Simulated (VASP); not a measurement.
Be4Se3:

```xyz
7
Lattice="4.8007 0.0000 0.0000 -2.4004 4.1575 0.0000 0.0000 0.0000 6.7958" Properties=species:S:1:pos:R:3 pbc="T T T"
Be    0.0000    0.0000    5.2242
Be    0.0000    0.0000    1.5716
Be    0.0000    2.7717    3.3979
Be    2.4004    1.3858    3.3979
Se    1.2586    0.0000    3.3979
Se   -0.6293    1.0900    3.3979
Se    1.7710    3.0675    3.3979
```

The cell was generated, and may not be a known phase.

* Program: VASP 6.6.1
* Task: relaxation of cell and atoms
* Functional: PBE
* Potentials or basis: VASP PAW PBE potentials, release 64 (Be, Se)
* Cutoff: 600 eV
* k mesh: 4 × 4 × 3
* Occupations: gaussian, width 0.2 eV
* Spin: no spin polarisation

At the start: pressure 55.9 GPa; volume 19.38 Å³/atom.

Question: Where does the relaxation end?

Answer: Over 17 steps the energy falls by 2748.2 meV/atom and the volume is 22.61 Å³/atom (+16.7 %); space group P-62m (No. 189, to 0.1 Å) before and after.

Step by step:
```csv
step,energy change (eV),largest force (eV/Å),pressure (GPa),volume (Å³)
1,0.0000,8.7134,55.88,135.64
2,-13.9288,0.3921,-7.22,298.22
3,-16.5950,1.4911,-1.07,215.95
4,-16.5981,1.3315,-2.77,226.24
5,-16.6156,1.3883,-2.23,222.67
6,-17.6535,0.6240,-3.83,212.38
7,-18.2382,0.6207,-4.78,202.33
8,-18.2497,1.7984,-5.13,179.66
9,-18.4445,0.9319,-5.19,193.59
10,-19.0603,1.1191,-0.59,163.22
11,-19.0690,1.1766,0.21,159.85
12,-19.2107,0.2921,0.47,158.29
13,-19.2133,0.3720,0.56,158.05
14,-19.2303,0.1511,-0.18,159.86
15,-19.2316,0.0745,-0.44,160.54
16,-19.2359,0.0032,-0.18,159.30
17,-19.2371,0.0663,0.04,158.29
```

Final structure:
```
CELL_PARAMETERS angstrom
6.22468 0.00000 0.00000
-3.11234 5.39074 0.00000
0.00000 0.00000 4.71727
ATOMIC_POSITIONS crystal
Be 0.00000 0.00000 0.77701
Be 0.00000 0.00000 0.22299
Be 0.33333 0.66667 0.50000
Be 0.66667 0.33333 0.50000
Se 0.31718 0.00000 0.50000
Se 0.00000 0.31718 0.50000
Se 0.68282 0.68282 0.50000
```

Caveat: the volume moved by over 15 % at a fixed basis, so the end points are rough; the relaxation stopped at a loose force limit of 0.08 eV/Å, so its end isn't a converged minimum.
